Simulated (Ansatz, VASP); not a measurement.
**InAs: VASP beside Ansatz**

The input INCAR:

```
ALGO = Normal
EDIFF = 1E-7
ENCUT = 520
GGA = PE
ISIF = 2
ISMEAR = 0
LASPH = True
LCHARG = True
LELF = True
LREAL = False
LVHAR = True
LWAVE = False
NBANDS = 16
NELM = 80
PREC = Accurate
SIGMA = 0.018000000000000002
```

File KPOINTS:

```
k-points
0
Gamma
  8 8 8
```

The input POSCAR:

```
InAs
1.0
    0.0000000000      3.0180000000      3.0180000000
    3.0180000000      0.0000000000      3.0180000000
    3.0180000000      3.0180000000      0.0000000000
In As
1 1
Direct
    0.0000000000      0.0000000000      0.0000000000
    0.7500000000      0.7500000000      0.7500000000
```

File input.yaml:

```yaml
crystal:
  lattice:
    - [0.0, 3.018, 3.018]
    - [3.018, 0.0, 3.018]
    - [3.018, 3.018, 0.0]
  atoms:
    - { symbol: In, position: [0.0, 0.0, 0.0] }
    - { symbol: As, position: [0.75, 0.75, 0.75] }
kpoints:
  mp_grid: { grid: [8, 8, 8] }
scf:
  occupations: { method: gaussian, width: 0.018 }
hamiltonian:
  xc: pbe
  pseudopotentials: { kind: all_electron, lapw: { basis_error: 0.001 } }
output:
  forces: true
  stress: true
  eigenvalues: true
```

Alike in both runs: task single point; functional PBE; k mesh 8 × 8 × 8; occupations gaussian, width 0.018 eV; no spin polarisation.

```csv
,VASP,Ansatz
version,VASP 6.6.1,Ansatz 0.2.0
potentials or method,"VASP PAW PBE potentials, release 64 (In_d, As), cutoff 520 eV","all-electron LAPW, scalar-relativistic"
```

Ansatz gave:

- gap on the k mesh at the Fermi level (eV): none
- pressure (GPa): 4.3

Q: What did VASP give for the same quantities?

A: gap on the k mesh at the Fermi level (eV): none; pressure (GPa): 4.4.

A gap of «none» marks a metal or a gap that the smearing closes. Ansatz ran all-electron here, and VASP with PAW potentials.
